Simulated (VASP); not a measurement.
Set up this calculation in VASP 6.6.1, as the native input.

* Task: single point
* Functional: PBE
* Potentials or basis: VASP PAW PBE potentials, release 64 (Sr_sv, In_d, O)
* Cutoff: 520 eV
* k mesh: 4 × 4 × 4
* Occupations: gaussian, width 0.1 eV
* Spin: collinear spin, ferromagnetic start
* Starting moments: [0.0, 0.0, 1.0, 1.0, 1.0, 1.0] μB
* Dipole correction: no
* Further INCAR settings: ALGO = Normal; EDIFF = 1e-06; NBANDS = 36

The structure of SrInO4 lies in POSCAR:

```
SrInO4
1.0
    4.0239910293      0.0000000000      0.0000000000
    0.0000000000      4.0239910293      0.0000000000
    0.0000000000      0.0000000000      6.1041866570
Sr In O
1 1 4
Direct
    0.5000000000      0.5000000000      0.5000000000
    0.0000000000      0.0000000000      0.0000000000
    0.0000000000      0.0000000000      0.6200647173
    0.5000000000      0.0000000000      0.0000000000
    0.0000000000      0.5000000000      0.0000000000
    0.0000000000      0.0000000000      0.3799352827
```

The input as run:

INCAR

```
PREC = Accurate ; ENCUT = 520
EDIFF = 1E-6 ; ISMEAR = 0
SIGMA = 0.1 ; LREAL = F
LASPH = T ; NELM = 150
ALGO = Normal ; ISIF = 2
LWAVE = F ; LCHARG = F
ISPIN = 2 ; MAGMOM = 0 0 1 1 1 1
LORBIT = 11 ; GGA = PE
NBANDS = 36
```

KPOINTS

```
Automatic mesh
0
Gamma
  4 4 4
```

Potentials or basis: VASP PAW PBE potentials, release 64 (Sr_sv, In_d, O).

Run with:

```sh
$ cat potpaw_PBE.64/Sr_sv/POTCAR potpaw_PBE.64/In_d/POTCAR potpaw_PBE.64/O/POTCAR > POTCAR
$ mpirun -np 1 vasp_std > vasp.out
```

It gave:

```
Pressure                                              : 0.4 GPa
Largest force                                         : 0.205 eV/Å
Net moment                                            : -0.82 μB per cell
Site moments                                          : Sr +0.00; In +0.02; O -0.07, -0.29 μB
Valence electrons inside the program's atomic spheres : Sr 7.84; In 11.51; O 4.91, 4.94
```

Caveat: the k points lie up to 0.39 Å⁻¹ apart.

It took 110 s on 1 thread of Intel(R) Xeon(R) Platinum 8488C (Sapphire Rapids) (shared host), peak memory 0.29 GiB.
